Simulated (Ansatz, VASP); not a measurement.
# Na7H: VASP beside Ansatz

```
Na H
1.0
    -4.02048    4.02048    4.02048
     4.02048   -4.02048    4.02048
     4.02048    4.02048   -4.02048
Na H
7 1
Direct
  0.00000 0.50000 0.50000
  0.50000 0.00000 0.50000
  0.50000 0.50000 0.00000
  0.33887 0.33887 0.33887
  0.00000 0.00000 0.66113
  0.00000 0.66113 0.00000
  0.66113 0.00000 0.00000
  0.00000 0.00000 0.00000
```

Alike in both runs: task relaxation of cell and atoms; functional PBE; k mesh 8 × 8 × 8; occupations gaussian, width 0.1 eV; no spin polarisation.

|  | VASP | Ansatz |
| --- | --- | --- |
| version | VASP 6.6.1 | Ansatz 0.2.0 |
| potentials or method | VASP PAW PBE potentials, release 64 (Na_pv, H), cutoff 600 eV | scalar-relativistic, plane waves, PAW |
| valence electrons in the cell | 50 | 64 |

|  | VASP | Ansatz | Ansatz less VASP |
| --- | --- | --- | --- |
| gap on the k mesh at the Fermi level, each at its own relaxed structure (eV) | none | none | - |
| relaxed volume (Å³/atom) | 33.04 | 32.91 | -0.136 |
| relaxed cell length with the largest relative difference (Å) | 7.003 | 6.993 | -0.0096 |

A gap of «none» marks a metal or a gap that the smearing closes. VASP's potentials hold 50 valence electrons a cell and Ansatz's 64, so a difference there can come from the potentials and not from the codes.
